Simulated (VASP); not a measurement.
# SrO (F-43m) in VASP: notebook

The runs below take SrO through density of states, elastic constants, with PBEsol.

Program: VASP 6.6.1. These are calculated values, not measurements. Logs are shortened: lines on timing, memory, paths and dates and some standing lists are left out, and cuts for length are marked.

**1. The cell of the first run**

It takes space group F-43m (No. 216, cubic). Conventional cell: a = 5.539 Å, b = 5.539 Å, c = 5.539 Å, α = 90.00°, β = 90.00°, γ = 90.00°. Within 3.2 Å of Sr (site symmetry -43m) lie 4 O at 2.40 Å. Within 3.2 Å of O (site symmetry -43m) lie 4 Sr at 2.40 Å.

**2. Density of states, PBEsol**

Contents of POSCAR:

```
SrO
1.0
    0.0000000000      2.7693272611      2.7693272611
    2.7693272611      0.0000000000      2.7693272611
    2.7693272611      2.7693272611      0.0000000000
Sr O
1 1
Direct
    0.0000000000      0.0000000000      0.0000000000
    0.2500000000      0.2500000000      0.2500000000
```

Contents of INCAR.step1:

```
SYSTEM = SrO
ALGO = Normal
EDIFF = 1E-6
ENCUT = 520
GGA = PS
ISIF = 2
ISMEAR = 0
LASPH = .True.
LCHARG = .True.
LREAL = .False.
LWAVE = .False.
NBANDS = 15
NELM = 100
PREC = Accurate
SIGMA = 0.05
```

Contents of KPOINTS.step1:

```
k-points
0
Gamma
  10 10 10
  0 0 0
```

Contents of INCAR.step2:

```
SYSTEM = SrO
ALGO = Normal
EDIFF = 1E-6
ENCUT = 520
GGA = PS
ICHARG = 11
ISIF = 2
ISMEAR = -5
LASPH = .True.
LCHARG = .False.
LORBIT = 11
LREAL = .False.
LWAVE = .False.
NBANDS = 15
NEDOS = 2001
NELM = 100
PREC = Accurate
SIGMA = 0.05
```

Contents of KPOINTS.step2:

```
k-points
0
Gamma
  15 15 15
  0 0 0
```

Potentials or basis: VASP PAW PBE potentials, release 64 (Sr_sv, O).

The run is started by

```
$ cat potpaw_PBE.64/Sr_sv/POTCAR potpaw_PBE.64/O/POTCAR > POTCAR
$ cp INCAR.step1 INCAR
$ cp KPOINTS.step1 KPOINTS
$ mpirun -np 1 vasp_std > vasp.out
$ cp INCAR.step2 INCAR
$ cp KPOINTS.step2 KPOINTS
$ mpirun -np 1 vasp_std > vasp.out
```

OUTCAR:

```text
SYSTEM = SrO
   EDIFF = 1E-6
   ENCUT = 520
   GGA = PS
   ICHARG = 11
   ISIF = 2
   ISMEAR = -5
   LASPH = .True.
   LORBIT = 11
   LREAL = .False.
   NELM = 100
   PREC = Accurate

 ion  position               nearest neighbor table
   1  0.000  0.000  0.000-   2 2.40   2 2.40   2 2.40   2 2.40
   2  0.250  0.250  0.250-   1 2.40   1 2.40   1 2.40   1 2.40

  LATTYP: Found a face centered cubic cell.
 ALAT       =     5.5386545222

  Lattice vectors:

 A1 = (   0.0000000000,   2.7693272611,   2.7693272611)
 A2 = (   2.7693272611,   0.0000000000,   2.7693272611)
 A3 = (   2.7693272611,   2.7693272611,   0.0000000000)

Analysis of symmetry for initial positions (statically):
=====================================================================
 Subroutine PRICEL returns:
 Original cell was already a primitive cell.

 Routine SETGRP: Setting up the symmetry group for a
 face centered cubic supercell.

 Subroutine GETGRP returns: Found 24 space group operations
 (whereof 24 operations were pure point group operations)
 out of a pool of 48 trial point group operations.

The static configuration has the point symmetry T_d .

Analysis of symmetry for dynamics (positions and initial velocities):
=====================================================================
 Subroutine PRICEL returns:
 Original cell was already a primitive cell.

 Routine SETGRP: Setting up the symmetry group for a
 face centered cubic supercell.

 Subroutine GETGRP returns: Found 24 space group operations
 (whereof 24 operations were pure point group operations)
 out of a pool of 48 trial point group operations.

The dynamic configuration has the point symmetry T_d .

 Subroutine INISYM returns: Found 24 space group operations
 (whereof 24 operations are pure point group operations),
 and found     1 'primitive' translations

----------------------------------------------------------------------------------------

                                     Primitive cell

  volume of cell :      42.4769

  direct lattice vectors                    reciprocal lattice vectors
     0.000000000  2.769327261  2.769327261    -0.180549264  0.180549264  0.180549264
     2.769327261  0.000000000  2.769327261     0.180549264 -0.180549264  0.180549264
     2.769327261  2.769327261  0.000000000     0.180549264  0.180549264 -0.180549264

  length of vectors
     3.916420171  3.916420171  3.916420171     0.312720499  0.312720499  0.312720499

  position of ions in fractional coordinates (direct lattice)
     0.000000000  0.000000000  0.000000000
     0.250000000  0.250000000  0.250000000

  ion indices of the primitive-cell ions
   primitive index   ion index
                 1           1
                 2           2

----------------------------------------------------------------------------------------

 KPOINTS: k-points

Automatic generation of k-mesh.
 Grid dimensions read from file:
 generate k-points for:   15   15   15

 Generating k-lattice:

  Cartesian coordinates                     Fractional coordinates (reciprocal lattice)
    -0.012036618  0.012036618  0.012036618     0.066666667  0.000000000  0.000000000
     0.012036618 -0.012036618  0.012036618     0.000000000  0.066666667  0.000000000
     0.012036618  0.012036618 -0.012036618     0.000000000  0.000000000  0.066666667

  Length of vectors
     0.020848033  0.020848033  0.020848033

  Shift w.r.t. Gamma in fractional coordinates (k-lattice)
     0.000000000  0.000000000  0.000000000

 TETIRR: Found    484 inequivalent tetrahedra from    20250

 Subroutine IBZKPT returns following result:
 ===========================================

 Found    120 irreducible k-points:

 Following reciprocal coordinates:
            Coordinates               Weight
  0.000000  0.000000  0.000000      1.000000
  0.066667  0.000000  0.000000      8.000000
  0.133333  0.000000  0.000000      8.000000
  0.200000  0.000000  0.000000      8.000000
  0.266667  0.000000  0.000000      8.000000
  0.333333  0.000000  0.000000      8.000000
[... 16 lines left out ...]
  0.133333  0.133333  0.000000      6.000000
  0.200000  0.133333  0.000000     24.000000
 [... further k-points ...]
   k-points           NKPTS =    120   k-points in BZ     NKDIM =    120   number of bands    NBANDS=     15
   number of dos      NEDOS =   2001   number of ions     NIONS =      2
   total plane-waves  NPLWV =  27000
   dimension x,y,z NGX =    30 NGY =   30 NGZ =   30
   dimension x,y,z NGXF=    60 NGYF=   60 NGZF=   60
   ions per type =               1   1
   NGX,Y,Z   is equivalent  to a cutoff of  12.73, 12.73, 12.73 a.u.
   NGXF,Y,Z  is equivalent  to a cutoff of  25.47, 25.47, 25.47 a.u.
 SYSTEM =  SrO
   PREC   = accura    normal or accurate (medium, high low for compatibility)
   ISTART =      0    job   : 0-new  1-cont  2-samecut
   ICHARG =     11    charge: 1-file 2-atom 10-const
   ISPIN  =      1    spin polarized calculation?
   LNONCOLLINEAR =      F non collinear calculations
   LSORBIT =      F    spin-orbit coupling
   LASPH  =      T    aspherical Exc in radial PAW
   ENCUT  =  520.0 eV  38.22 Ry    6.18 a.u.   7.28  7.28  7.28*2*pi/ulx,y,z
   NELM   =    100;   NELMIN=  2; NELMDL=  0     # of ELM steps
   EDIFF  = 0.1E-05   stopping-criterion for ELM
   LREAL  =      F    real-space projection
   EDIFFG = 0.1E-04   stopping-criterion for IOM
   NSW    =      0    number of steps for IOM
   IBRION =     -1    ionic relax: 0-MD 1-quasi-New 2-CG
   NFREE  =      0    steps in history (QN), initial steepest desc. (CG)
   ISIF   =      2    stress and relaxation
   ISYM   =      2    0-nonsym 1-usesym 2-fastsym
   POTIM  = 0.5000    time-step for ionic-motion
   TEBEG  =    0.0;   TEEND  =   0.0 temperature during run
   PSTRESS=    0.0 pullay stress
   NELECT =      16.0000    total number of electrons
   NUPDOWN=      -1.0000    fix difference up-down
   EMIN   =  10.00;   EMAX   =-10.00  energy-range for DOS
   EFERMI =   0.00;   METHOD = LEGACY
   ISMEAR =    -5;   SIGMA  =   0.05  broadening in eV -4-tet -1-fermi 0-gaus
   EFERMI_NEDOS =   21; number of points for ismear=-14 and -15
   IALGO  =     38    algorithm
   IMIX   =      4    mixing-type and parameters
     AMIX     =   0.40;   BMIX     =  1.00
     AMIX_MAG =   1.60;   BMIX_MAG =  1.00
  volume/ion in A,a.u.               =      21.24       143.32
  Fermi-wavevector in a.u.,A,eV,Ry     =   1.182308  2.234238 19.018927  1.397852
  Thomas-Fermi vector in A             =   2.318564
   LORBIT       =     11    0 simple, 1 ext, 2 COOP (PROOUT), +10 PAW based schemes
   GGA     = PS    functional components
   LHFCALC =     F    Hartree Fock is set to
   AEXX    =    0.0000 exact exchange contribution
   IVDW    =     0    specifies the selected vdW correction
   LEPSILON=     F    determine dielectric tensor
   LRPA    =     F    only Hartree local field effects (RPA)
 non-spin polarized calculation
 Fermi weights with tetrahedron method with Bloechl corrections
  energy-cutoff  :      520.00
  volume of cell :       42.48
 maximum number of plane-waves:      1167
 NGX is ok and might be reduce to    30

 number of electron      15.9999998 magnetization

 Free energy of the ion-electron system (eV)
  ---------------------------------------------------
  ext. energy  EPLUGINS =         0.00000000
  ---------------------------------------------------
  free energy    TOTEN  =       -12.27114615 eV

  energy without entropy =      -12.27114615  energy(sigma->0) =      -12.27114615

 E-fermi :   0.2211     XC(G=0):  -8.9593

 val. band max:        0.2154667893   @ k =  -0.2667   0.4667   0.2000
 cond. band min:       2.6870770808   @ k =   0.0000   0.0000   0.0000
 fundamental gap:      2.4716102915
 Fermi energy:         0.2211087223

 k-point     1 :       0.0000    0.0000    0.0000
  band No.  band energies     occupation
      1     -31.7739      2.00000
      2     -14.4925      2.00000
      3     -13.6738      2.00000
      4     -13.6738      2.00000
      5     -13.6738      2.00000
      6      -0.6855      2.00000
      7      -0.6855      2.00000
      8      -0.6855      2.00000
      9       2.6871      0.00000
     10       8.3605      0.00000
     11       8.3605      0.00000
     12       9.7404      0.00000
     13       9.7404      0.00000
     14       9.7404      0.00000
     15      15.3452      0.00000

 k-point     2 :       0.0667    0.0000    0.0000
  band No.  band energies     occupation
      1     -31.7709      2.00000
      2     -14.6193      2.00000
      3     -13.6781      2.00000
      4     -13.6781      2.00000
      5     -13.5582      2.00000
      6      -0.7238      2.00000
      7      -0.6686      2.00000
      8      -0.6686      2.00000
      9       2.8499      0.00000
     10       8.2356      0.00000
     11       8.2356      0.00000
     12       9.6270      0.00000
     13       9.8882      0.00000
     14       9.8882      0.00000
     15      14.6759      0.00000
[... 365 lines left out ...]
      3     -13.7167      2.00000
      4     -13.7167      2.00000
      5     -13.2190      2.00000
      6      -0.9240      2.00000
      7      -0.5502      2.00000
      8      -0.5502      2.00000
      9       3.4772      0.00000
     10       7.2068      0.00000
     11       8.5781      0.00000
     12       9.9427      0.00000
     13       9.9427      0.00000
     14       9.9901      0.00000
     15      14.3967      0.00000

 k-point    24 :       0.2000    0.1333    0.0000
  band No.  band energies     occupation
      1     -31.7493      2.00000
      2     -15.1537      2.00000
      3     -13.7385      2.00000
      4     -13.7384      2.00000
      5     -13.0476      2.00000
      6      -0.9905      2.00000
      7      -0.4851      2.00000
      8      -0.4770      2.00000
      9       3.9129      0.00000
     10       6.8413      0.00000
     11       8.5856      0.00000
     12       9.6694      0.00000
     13      10.1209      0.00000
     14      10.2938      0.00000
     15      13.8402      0.00000

 [... further k-points ...]

------------------------ aborting loop because EDIFF is reached ----------------------------------------

  FORCE on cell =-STRESS in cart. coord.  units (eV):
  Direction    XX          YY          ZZ          XY          YZ          ZX
  --------------------------------------------------------------------------------------
  -------------------------------------------------------------------------------------
  Total        0.1428053      0.1428053      0.1428053      0.0000000      0.0000000      0.0000000
  in kB        5.3864436      5.3864436      5.3864436      0.0000000      0.0000000      0.0000000
  external PRESSURE =       5.3864436 kB  Pullay stress =       0.0000000 kB

 VOLUME and BASIS-vectors are now :
 -----------------------------------------------------------------------------
  energy-cutoff  :      520.00
  volume of cell :       42.48
      direct lattice vectors                 reciprocal lattice vectors
     0.000000000  2.769327261  2.769327261    -0.180549264  0.180549264  0.180549264
     2.769327261  0.000000000  2.769327261     0.180549264 -0.180549264  0.180549264
     2.769327261  2.769327261  0.000000000     0.180549264  0.180549264 -0.180549264

 POSITION                                       TOTAL-FORCE (eV/Angst)
 -----------------------------------------------------------------------------------
      0.00000      0.00000      0.00000         0.000000      0.000000      0.000000
      1.38466      1.38466      1.38466        -0.000000     -0.000000     -0.000000
 -----------------------------------------------------------------------------------
    total drift:                               -0.000000     -0.000000     -0.000000

  FREE ENERGIE OF THE ION-ELECTRON SYSTEM (eV)
  ---------------------------------------------------
  free  energy   TOTEN  =       -12.2711461479 eV

  energy  without entropy=      -12.2711461479  energy(sigma->0) =      -12.27114615

 total charge

# of ion       s       p       d       tot
------------------------------------------
    1        2.021   5.768   0.308   8.097
    2        1.554   3.408   0.000   4.962
--------------------------------------------------
tot          3.575   9.176   0.308  13.059
```

Wall time 67 s (1 thread of Intel Xeon Platinum 8259CL at 2.50GHz (Skylake/Cascade Lake), shared host); peak memory 0.21 GiB.

Results:

```yaml
Valence_electrons_inside_the_program's_atomic_spheres: Sr 8.10; O 4.96
```

Levels at points of the mesh, in eV from the valence-band top:
```tsv
k point	band 4	band 5	band 6	band 7	band 8	band 9	band 10	band 11	band 12	band 13
(0.00, 0.00, 0.00)	-13.89	-13.89	-0.90	-0.90	-0.90	2.47	8.14	8.14	9.52	9.52
```

Caveat: the PAW data sets were made with another functional, which shifts forces and pressure a little.

**3. Elastic constants, PBEsol**

Contents of INCAR:

```
SYSTEM = SrO
ALGO = Normal
EDIFF = 1E-8
ENCUT = 600
GGA = PS
IBRION = 6
ISIF = 3
ISMEAR = 0
LASPH = .True.
LCHARG = .False.
LREAL = .False.
LWAVE = .False.
NBANDS = 15
NELM = 100
NFREE = 2
NSW = 1
POTIM = 0.015
PREC = Accurate
SIGMA = 0.05
```

Contents of KPOINTS:

```
k-points
0
Gamma
  10 10 10
  0 0 0
```

POSCAR is that of step 2.

Potentials or basis: VASP PAW PBE potentials, release 64 (Sr_sv, O).

The run is started by

```
$ cat potpaw_PBE.64/Sr_sv/POTCAR potpaw_PBE.64/O/POTCAR > POTCAR
$ mpirun -np 1 vasp_std > vasp.out
```

Run time: 21 min. Hardware: 1 thread of Intel Xeon Platinum 8259CL at 2.50GHz (Skylake/Cascade Lake), shared host; peak memory 0.47 GiB.

Results (log left out):

| Property | Result |
| --- | --- |
| Elastic constants C11, C12, C44 | 74, 64, 26 GPa |
| Voigt bulk modulus | 67 GPa |
| Highest phonon frequency at Γ, LO-TO splitting left out | 335 cm⁻¹ |

Phonon frequencies in cm⁻¹ (negative: imaginary):
| q point | frequencies |
| --- | --- |
| (0.000, 0.000, 0.000) | 0 0 0 335 335 335 |

Elastic tensor in Voigt notation (GPa, in the Cartesian axes of the cell as first typed):
```
74 64 64  0  0  0
64 74 64  0  0  0
64 64 74  0  0  0
 0  0  0 26  0  0
 0  0  0  0 26  0
 0  0  0  0  0 26
```

Clamped-ion elastic tensor (GPa):
```
74 64 64  0  0  0
64 74 64  0  0  0
64 64 74  0  0  0
 0  0  0 47  0  0
 0  0  0  0 47  0
 0  0  0  0  0 47
```

Caveat: the PAW data sets were made with another functional, which shifts forces and pressure a little.
